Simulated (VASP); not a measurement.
A run of VASP 6.6.1 is set up as follows.

INCAR

```
PREC = Accurate
ENCUT = 520
EDIFF = 1E-6
ISMEAR = -1
SIGMA = 0.1
LREAL = Auto
LASPH = T
NELM = 100
ALGO = Normal
ISIF = 2
LWAVE = F
LCHARG = F
GGA = PE
NBANDS = 99
```

The input KPOINTS:

```
Automatic mesh
0
Gamma
  3 3 1
```

POSCAR

```
Pd
1.0
    5.5012910000      0.0000000000      0.0000000000
    2.7506450000      4.7642580000      0.0000000000
    0.0000000000      0.0000000000     19.7376780000
Pd
17
Direct
    0.0000000000      0.0000000000      0.0506645209
    0.4999917292      0.0000000000      0.0506645209
   -0.0000010465      0.4999939130      0.0506645209
    0.5000088603      0.4999939130      0.0506645209
    0.1415595683      0.1801539715      0.1758666850
    0.6351069989      0.1830085608      0.1664481506
    0.1441880910      0.6798330401      0.1689307121
    0.6517234236      0.6687085376      0.1693258954
   -0.1756483002      0.3233032300      0.2886864402
    0.3455762225      0.2911261313      0.2947104518
   -0.1773199590      0.8148593128      0.2894920061
    0.3279599307      0.8151531676      0.2862596097
    0.0059042197     -0.0170435774      0.3969210563
    0.5193180325     -0.0285458932      0.4176124466
    0.0056069510      0.4596938285      0.4022762961
    0.4972618843      0.4756039660      0.4123129377
    0.1118331119      0.7034253812      0.5057332479
```

Potentials or basis: VASP PAW PBE potentials, release 64 (Pd).

Launch:

```bash
$ cat potpaw_PBE.64/Pd/POTCAR > POTCAR
$ mpirun -np 1 vasp_std > vasp.out
```

Problem. Predict the band gap on the k mesh.

Solution. Zero (band 85 reaches 2.41 eV, above the bottom of band 86 at 2.04 eV).

Problem. Estimate the largest force.

Solution. 1.075 eV/Å.

Forces on the atoms (eV/Å):
```
Pd   0.077  0.099  0.298
Pd  -0.169  0.027  0.255
Pd  -0.038 -0.072  0.334
Pd  -0.038  0.110  0.065
Pd   0.178 -0.251 -0.780
Pd   0.268 -0.381  0.547
Pd  -0.077 -0.100  0.081
Pd  -0.068  0.327 -0.075
Pd  -0.275 -0.156 -0.155
Pd   0.006  0.901 -0.585
Pd   0.364 -0.233 -0.453
Pd  -0.120 -0.411  0.132
Pd  -0.145  0.083  0.416
Pd  -0.260 -0.227 -0.293
Pd  -0.045  0.511  0.596
Pd   0.573 -0.091 -0.427
Pd  -0.231 -0.137  0.045
```

Caveat: the k points lie up to 0.44 Å⁻¹ apart.
